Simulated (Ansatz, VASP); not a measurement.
## ZnO: VASP beside Ansatz

```
CELL_PARAMETERS angstrom
3.21690 0.00000 0.00000
-1.60845 2.78592 0.00000
0.00000 0.00000 5.20380
ATOMIC_POSITIONS crystal
Zn 0.33333 0.66667 0.00000
Zn 0.66667 0.33333 0.50000
O 0.33333 0.66667 0.38210
O 0.66667 0.33333 0.88210
```

Change from the starting cell: equal xx and yy strain of -1 %, crystal datasets.

Alike in both runs: task electric field gradients; functional LDA; k mesh 11 × 11 × 6; occupations fermi-dirac, width 0.02 eV; no spin polarisation.

```csv
,VASP,Ansatz
version,VASP 6.6.1,Ansatz 0.2.0
potentials or method,"VASP PAW LDA potentials, release 64 (Zn, O), cutoff 520 eV","all-electron PAW with datasets made for the crystal, scalar-relativistic"
```

|  | VASP | Ansatz | Ansatz less VASP |
| --- | --- | --- | --- |
| gap on the k mesh at the Fermi level (eV) | 0.76 | 0.77 | +0.004 |
| pressure (GPa) | -3.1 | -4.2 | -1.13 |
| traceless stress, the component that is largest in VASP (GPa) | -1.20 | -1.12 | +0.083 |
| rms of the force components (eV/Å) | 0.072 | 0.068 | -0.0038 |
| size of Vzz on the site where it differs most (V/Å²) | 12.9 | 11.8 | -1.17 |

LDA's correlation is that of Perdew and Zunger in VASP and of Perdew and Wang (1992) in Ansatz. Atom by atom the forces differ by 0.004 eV/Å (rms over components). Ansatz ran all-electron here, and VASP with PAW potentials.
